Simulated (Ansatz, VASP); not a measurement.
Pd in VASP and in Ansatz

```
CELL_PARAMETERS angstrom
0.00000 1.94490 1.92545
1.94490 0.00000 1.92545
1.94490 1.94490 0.00000
ATOMIC_POSITIONS crystal
Pd 0.00000 0.00000 0.00000
```

Change from the starting cell: zz strain of -1 %, PAW files.

Alike in both runs: task electric field gradients; functional LDA; k mesh 18 × 18 × 18; occupations fermi-dirac, width 0.05 eV; no spin polarisation.

```csv
,VASP,Ansatz
version,VASP 6.6.1,Ansatz 0.2.0
potentials or method,"VASP PAW LDA potentials, release 64 (Pd)","PAW with Ansatz's default frozen-core files, scalar-relativistic"
plane-wave cutoff (eV),520,420
valence electrons in the cell,10,18
```

Ansatz gave:

| Quantity | Value |
| --- | --- |
| pressure (GPa) | -6.1 |
| traceless stress, the component that is largest in VASP (GPa) | 0.40 |
| size of Vzz on the site where it differs most (V/Å²) | 1.6 |

What did VASP give for the same quantities?

Pressure (GPa): -5.9; traceless stress, the component that is largest in VASP (GPa): 0.40; size of Vzz on the site where it differs most (V/Å²): 1.0.

LDA's correlation is that of Perdew and Zunger in VASP and of Perdew and Wang (1992) in Ansatz. VASP's potentials hold 10 valence electrons a cell and Ansatz's 18, so a difference there can come from the potentials and not from the codes.
